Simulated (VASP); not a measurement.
# MgS (F-43m) in VASP: further runs

MgS is run at these levels: HSE06; tasks: single point.

Program: VASP 6.6.1. These are calculated values, not measurements. Logs are shortened: lines on timing, memory, paths and dates and some standing lists are left out, and cuts for length are marked.

### Step 1. The cell of the first run

Symmetry: F-43m, No. 216, cubic system. The conventional cell has a = 5.551 Å, b = 5.551 Å, c = 5.551 Å, α = 90.00°, β = 90.00°, γ = 90.00°. Within 3.2 Å of S (site symmetry -43m) lie 4 Mg at 2.40 Å. Mg (site symmetry -43m) has 4 S at 2.40 Å within 3.2 Å.

### Step 2. Single point, HSE06

Contents of POSCAR:

```
MgS
1.0
    0.0000000000      2.7752850422      2.7752850422
    2.7752850422      0.0000000000      2.7752850422
    2.7752850422      2.7752850422      0.0000000000
S Mg
1 1
Direct
    0.2500000000      0.2500000000      0.2500000000
    0.0000000000      0.0000000000      0.0000000000
```

Contents of INCAR.step1:

```
SYSTEM = MgS
PREC = Accurate
ENCUT = 520
EDIFF = 1E-5
ISMEAR = -1
SIGMA = 0.05
LREAL = .FALSE.
LASPH = .TRUE.
NELM = 60
ALGO = Normal
ISIF = 2
LWAVE = .TRUE.
LCHARG = .FALSE.
GGA = PE
NBANDS = 11
```

Contents of INCAR.step2:

```
SYSTEM = MgS
PREC = Accurate
ENCUT = 520
EDIFF = 1E-6
ISMEAR = -1
SIGMA = 0.05
LREAL = .FALSE.
LASPH = .TRUE.
NELM = 60
ALGO = Normal
ISIF = 2
LWAVE = .FALSE.
LCHARG = .FALSE.
GGA = PE
LHFCALC = .TRUE.
HFSCREEN = 0.2079
PRECFOCK = Normal
ISTART = 1
NBANDS = 11
```

Contents of KPOINTS:

```
Automatic mesh
0
G
  6 6 6
  0 0 0
```

Potentials or basis: VASP PAW PBE potentials, release 64 (S, Mg).

Run with:

```sh
> cat potpaw_PBE.64/S/POTCAR potpaw_PBE.64/Mg/POTCAR > POTCAR
> cp INCAR.step1 INCAR
> mpirun -np 1 vasp_std > vasp.out
> cp INCAR.step2 INCAR
> mpirun -np 1 vasp_std > vasp.out
```

OUTCAR:

```text
SYSTEM = MgS
   PREC = Accurate
   ENCUT = 520
   EDIFF = 1E-6
   ISMEAR = -1
   LREAL = .FALSE.
   LASPH = .TRUE.
   NELM = 60
   ISIF = 2
   GGA = PE
   LHFCALC = .TRUE.
   HFSCREEN = 0.2079
   PRECFOCK = Normal
   ISTART = 1

 ion  position               nearest neighbor table
   1  0.250  0.250  0.250-   2 2.40   2 2.40   2 2.40   2 2.40
   2  0.000  0.000  0.000-   1 2.40   1 2.40   1 2.40   1 2.40

  LATTYP: Found a face centered cubic cell.
 ALAT       =     5.5505700844

  Lattice vectors:

 A1 = (   0.0000000000,   2.7752850422,   2.7752850422)
 A2 = (   2.7752850422,   0.0000000000,   2.7752850422)
 A3 = (   2.7752850422,   2.7752850422,   0.0000000000)

Analysis of symmetry for initial positions (statically):
=====================================================================
 Subroutine PRICEL returns:
 Original cell was already a primitive cell.

 Routine SETGRP: Setting up the symmetry group for a
 face centered cubic supercell.

 Subroutine GETGRP returns: Found 24 space group operations
 (whereof 24 operations were pure point group operations)
 out of a pool of 48 trial point group operations.

The static configuration has the point symmetry T_d .

Analysis of symmetry for dynamics (positions and initial velocities):
=====================================================================
 Subroutine PRICEL returns:
 Original cell was already a primitive cell.

 Routine SETGRP: Setting up the symmetry group for a
 face centered cubic supercell.

 Subroutine GETGRP returns: Found 24 space group operations
 (whereof 24 operations were pure point group operations)
 out of a pool of 48 trial point group operations.

The dynamic configuration has the point symmetry T_d .

 Subroutine INISYM returns: Found 24 space group operations
 (whereof 24 operations are pure point group operations),
 and found     1 'primitive' translations

----------------------------------------------------------------------------------------

                                     Primitive cell

  volume of cell :      42.7516

  direct lattice vectors                    reciprocal lattice vectors
     0.000000000  2.775285042  2.775285042    -0.180161674  0.180161674  0.180161674
     2.775285042  0.000000000  2.775285042     0.180161674 -0.180161674  0.180161674
     2.775285042  2.775285042  0.000000000     0.180161674  0.180161674 -0.180161674

  length of vectors
     3.924845746  3.924845746  3.924845746     0.312049174  0.312049174  0.312049174

  position of ions in fractional coordinates (direct lattice)
     0.250000000  0.250000000  0.250000000
     0.000000000  0.000000000  0.000000000

  ion indices of the primitive-cell ions
   primitive index   ion index
                 1           1
                 2           2

----------------------------------------------------------------------------------------

 KPOINTS: Automatic mesh

Automatic generation of k-mesh.
 Grid dimensions read from file:
 generate k-points for:    6    6    6

 Generating k-lattice:

  Cartesian coordinates                     Fractional coordinates (reciprocal lattice)
    -0.030026946  0.030026946  0.030026946     0.166666667  0.000000000  0.000000000
     0.030026946 -0.030026946  0.030026946     0.000000000  0.166666667  0.000000000
     0.030026946  0.030026946 -0.030026946     0.000000000  0.000000000  0.166666667

  Length of vectors
     0.052008196  0.052008196  0.052008196

  Shift w.r.t. Gamma in fractional coordinates (k-lattice)
     0.000000000  0.000000000  0.000000000

 Subroutine IBZKPT returns following result:
 ===========================================

 Found     16 irreducible k-points:

 Following reciprocal coordinates:
            Coordinates               Weight
  0.000000  0.000000  0.000000      1.000000
  0.166667  0.000000  0.000000      8.000000
  0.333333  0.000000  0.000000      8.000000
  0.500000  0.000000  0.000000      4.000000
  0.166667  0.166667  0.000000      6.000000
  0.333333  0.166667  0.000000     24.000000
[... 8 lines left out ...]
 -0.333333  0.333333  0.166667     24.000000
 -0.333333  0.500000  0.166667     12.000000
   k-points           NKPTS =     16   k-points in BZ     NKDIM =    216   number of bands    NBANDS=     11
   number of dos      NEDOS =    301   number of ions     NIONS =      2
   total plane-waves  NPLWV =  27000
   dimension x,y,z NGX =    30 NGY =   30 NGZ =   30
   dimension x,y,z NGXF=    60 NGYF=   60 NGZF=   60
   ions per type =               1   1
   NGX,Y,Z   is equivalent  to a cutoff of  12.71, 12.71, 12.71 a.u.
   NGXF,Y,Z  is equivalent  to a cutoff of  25.41, 25.41, 25.41 a.u.
 SYSTEM =  MgS
   PREC   = accura    normal or accurate (medium, high low for compatibility)
   ISTART =      1    job   : 0-new  1-cont  2-samecut
   ICHARG =      0    charge: 1-file 2-atom 10-const
   ISPIN  =      1    spin polarized calculation?
   LNONCOLLINEAR =      F non collinear calculations
   LSORBIT =      F    spin-orbit coupling
   LASPH  =      T    aspherical Exc in radial PAW
   ENCUT  =  520.0 eV  38.22 Ry    6.18 a.u.   7.30  7.30  7.30*2*pi/ulx,y,z
   NELM   =     60;   NELMIN=  2; NELMDL=  0     # of ELM steps
   EDIFF  = 0.1E-05   stopping-criterion for ELM
   LREAL  =      F    real-space projection
   EDIFFG = 0.1E-04   stopping-criterion for IOM
   NSW    =      0    number of steps for IOM
   IBRION =     -1    ionic relax: 0-MD 1-quasi-New 2-CG
   NFREE  =      0    steps in history (QN), initial steepest desc. (CG)
   ISIF   =      2    stress and relaxation
   ISYM   =      3    0-nonsym 1-usesym 2-fastsym
   POTIM  = 0.5000    time-step for ionic-motion
   TEBEG  =    0.0;   TEEND  =   0.0 temperature during run
   PSTRESS=    0.0 pullay stress
   NELECT =       8.0000    total number of electrons
   NUPDOWN=      -1.0000    fix difference up-down
   EMIN   =  10.00;   EMAX   =-10.00  energy-range for DOS
   EFERMI =   0.00;   METHOD = LEGACY
   ISMEAR =    -1;   SIGMA  =   0.05  broadening in eV -4-tet -1-fermi 0-gaus
   EFERMI_NEDOS =   21; number of points for ismear=-14 and -15
   IALGO  =     38    algorithm
   IMIX   =      1    mixing-type and parameters
     AMIX     =   0.40;   BMIX     =  1.00
     AMIX_MAG =   1.60;   BMIX_MAG =  1.00
  volume/ion in A,a.u.               =      21.38       144.25
  Fermi-wavevector in a.u.,A,eV,Ry     =   0.936384  1.769509 11.929788  0.876815
  Thomas-Fermi vector in A             =   2.063388
   LORBIT       =      0    0 simple, 1 ext, 2 COOP (PROOUT), +10 PAW based schemes
   GGA     = PE    functional components
   LHFCALC =     T    Hartree Fock is set to
   PRECFOCK=normal    Normal, Fast or Accurate (Low or Medium for compatibility)
   ENCUT4O =  -1.0   cutoff for four orbital integrals eV
   NKREDX  =     1    reduce k-point grid by
   NKREDY  =     1    reduce k-point grid by
   NKREDZ  =     1    reduce k-point grid by
   AEXX    =    0.2500 exact exchange contribution
   HFSCREEN=    0.2079 screening length (either q_TF or 0.3 A-1)
   HFSCREENC=   0.2079 screening length for correlation (either q_TF or 0.3 A-1)
   ENCUTFOCK=  -1.0 apply spherical cutoff to Coloumb kernel
   IVDW    =     0    specifies the selected vdW correction
   LEPSILON=     F    determine dielectric tensor
   LRPA    =     F    only Hartree local field effects (RPA)
 non-spin polarized calculation
  energy-cutoff  :      520.00
  volume of cell :       42.75
 maximum number of plane-waves:      1167
 NGX is ok and might be reduce to    30
  NGX = 24; NGY = 24; NGZ = 24

 number of electron       7.9999999 magnetization

 Free energy of the ion-electron system (eV)
  ---------------------------------------------------
  ext. energy  EPLUGINS =         0.00000000
  ---------------------------------------------------
  free energy    TOTEN  =        -9.81633908 eV

  energy without entropy =       -9.81633908  energy(sigma->0) =       -9.81633908

 E-fermi :   1.7602     XC(G=0):  -7.2024

 val. band max:        0.7063975388   @ k =   0.0000   0.0000   0.0000
 cond. band min:       5.5148151799   @ k =   0.5000   0.5000   0.0000
 fundamental gap:      4.8084176412
 Fermi energy:         1.7602392096

 k-point     1 :       0.0000    0.0000    0.0000
  band No.  band energies     occupation
      1     -11.9375      2.00000
      2       0.7064      2.00000
      3       0.7064      2.00000
      4       0.7064      2.00000
      5       5.5431      0.00000
      6      10.0605      0.00000
      7      10.0605      0.00000
      8      10.0605      0.00000
      9      13.0495      0.00000
     10      13.0495      0.00000
     11      16.2636      0.00000

 k-point     2 :       0.1667    0.0000    0.0000
  band No.  band energies     occupation
      1     -11.7510      2.00000
      2      -0.4727      2.00000
      3       0.6028      2.00000
      4       0.6028      2.00000
      5       6.5825      0.00000
      6       9.8373      0.00000
      7      10.3389      0.00000
      8      10.3389      0.00000
      9      12.3964      0.00000
     10      12.3964      0.00000
     11      15.0726      0.00000

 k-point     3 :       0.3333    0.0000    0.0000
  band No.  band energies     occupation
      1     -11.3292      2.00000
      2      -2.1796      2.00000
      3       0.4139      2.00000
      4       0.4139      2.00000
      5       7.2244      0.00000
      6       9.9666      0.00000
      7       9.9666      0.00000
      8      10.4490      0.00000
      9      13.5107      0.00000
     10      13.5107      0.00000
     11      14.4838      0.00000

 k-point     4 :       0.5000    0.0000    0.0000
  band No.  band energies     occupation
      1     -11.0858      2.00000
      2      -2.9137      2.00000
      3       0.3271      2.00000
      4       0.3271      2.00000
      5       7.1625      0.00000
      6       9.6318      0.00000
      7       9.6318      0.00000
      8      10.8575      0.00000
      9      15.4658      0.00000
     10      15.6534      0.00000
     11      15.6534      0.00000

 k-point     5 :       0.1667    0.1667    0.0000
  band No.  band energies     occupation
      1     -11.6891      2.00000
      2      -0.4236      2.00000
      3       0.3557      2.00000
      4       0.3557      2.00000
      5       6.9047      0.00000
      6       9.1605      0.00000
      7      10.8643      0.00000
      8      10.8921      0.00000
      9      10.8921      0.00000
     10      13.5591      0.00000
     11      17.1729      0.00000
[... 99 lines left out ...]
 k-point    13 :       0.5000    0.5000    0.0000
  band No.  band energies     occupation
      1     -10.8092      2.00000
      2      -2.5343      2.00000
      3      -0.5008      2.00000
      4      -0.5008      2.00000
      5       5.5148      0.00000
      6       7.5394      0.00000
      7      13.9723      0.00000
      8      14.9758      0.00000
      9      14.9758      0.00000
     10      16.5018      0.00000
     11      16.5085      0.00000

 k-point    14 :       0.5000    0.3333    0.1667
  band No.  band energies     occupation
      1     -11.0395      2.00000
      2      -2.0811      2.00000
      3      -0.8151      2.00000
      4      -0.0950      2.00000
      5       7.5427      0.00000
      6       9.2253      0.00000
      7       9.6559      0.00000
      8      12.1442      0.00000
      9      13.0839      0.00000
     10      16.2173      0.00000
     11      17.0268      0.00000

 k-point    15 :      -0.3333    0.3333    0.1667
  band No.  band energies     occupation
      1     -10.8736      2.00000
      2      -2.2160      2.00000
      3      -1.2195      2.00000
      4      -0.3296      2.00000
      5       7.5917      0.00000
      6       9.1820      0.00000
      7      10.7069      0.00000
      8      11.5403      0.00000
      9      13.7181      0.00000
     10      15.6414      0.00000
     11      16.9862      0.00000

 k-point    16 :      -0.3333    0.5000    0.1667
  band No.  band energies     occupation
      1     -10.8003      2.00000
      2      -2.1688      2.00000
      3      -1.1072      2.00000
      4      -0.7510      2.00000
      5       6.7258      0.00000
      6       8.8960      0.00000
      7      11.6916      0.00000
      8      11.8235      0.00000
      9      15.2759      0.00000
     10      16.5079      0.00000
     11      16.5129      0.00000

------------------------ aborting loop because EDIFF is reached ----------------------------------------

  FORCE on cell =-STRESS in cart. coord.  units (eV):
  Direction    XX          YY          ZZ          XY          YZ          ZX
  --------------------------------------------------------------------------------------
  -------------------------------------------------------------------------------------
  Total        1.0320307      1.0320307      1.0320307      0.0000000      0.0000000     -0.0000000
  in kB       38.6767886     38.6767886     38.6767886      0.0000000      0.0000000     -0.0000000
  external PRESSURE =      38.6767886 kB  Pullay stress =       0.0000000 kB

 VOLUME and BASIS-vectors are now :
 -----------------------------------------------------------------------------
  energy-cutoff  :      520.00
  volume of cell :       42.75
      direct lattice vectors                 reciprocal lattice vectors
     0.000000000  2.775285042  2.775285042    -0.180161674  0.180161674  0.180161674
     2.775285042  0.000000000  2.775285042     0.180161674 -0.180161674  0.180161674
     2.775285042  2.775285042  0.000000000     0.180161674  0.180161674 -0.180161674

 POSITION                                       TOTAL-FORCE (eV/Angst)
 -----------------------------------------------------------------------------------
      1.38764      1.38764      1.38764        -0.000000     -0.000000     -0.000000
      0.00000      0.00000      0.00000         0.000000      0.000000      0.000000
 -----------------------------------------------------------------------------------
    total drift:                                0.000000     -0.000000     -0.000000

  FREE ENERGIE OF THE ION-ELECTRON SYSTEM (eV)
  ---------------------------------------------------
  free  energy   TOTEN  =        -9.8163390763 eV

  energy  without entropy=       -9.8163390762  energy(sigma->0) =       -9.81633908
```

It took 15 min on 1 thread of Intel Xeon 8259CL, shared host; peak memory 0.3 GiB.

Results:

```
Free energy            : -9.8163 eV
Pressure               : 3.9 GPa
Band gap on the k mesh : 4.81 eV (least direct gap 4.84 eV)
```

Levels at points of the mesh, in eV from the valence-band top:
| k point | band 2 | band 3 | band 4 | band 5 | band 6 | band 7 |
| --- | --- | --- | --- | --- | --- | --- |
| (0.00, 0.00, 0.00) | 0.00 | 0.00 | 0.00 | 4.84 | 9.35 | 9.35 |
| (0.50, 0.00, 0.00) | -3.62 | -0.38 | -0.38 | 6.46 | 8.93 | 8.93 |
| (0.50, 0.50, 0.00) | -3.24 | -1.21 | -1.21 | 4.81 | 6.83 | 13.27 |

Caveat: the cell stands under pressure; the PAW data sets were made with another functional, which shifts forces and pressure a little. A k mesh can miss the band edges.

(Continued in part 2 of 2.)
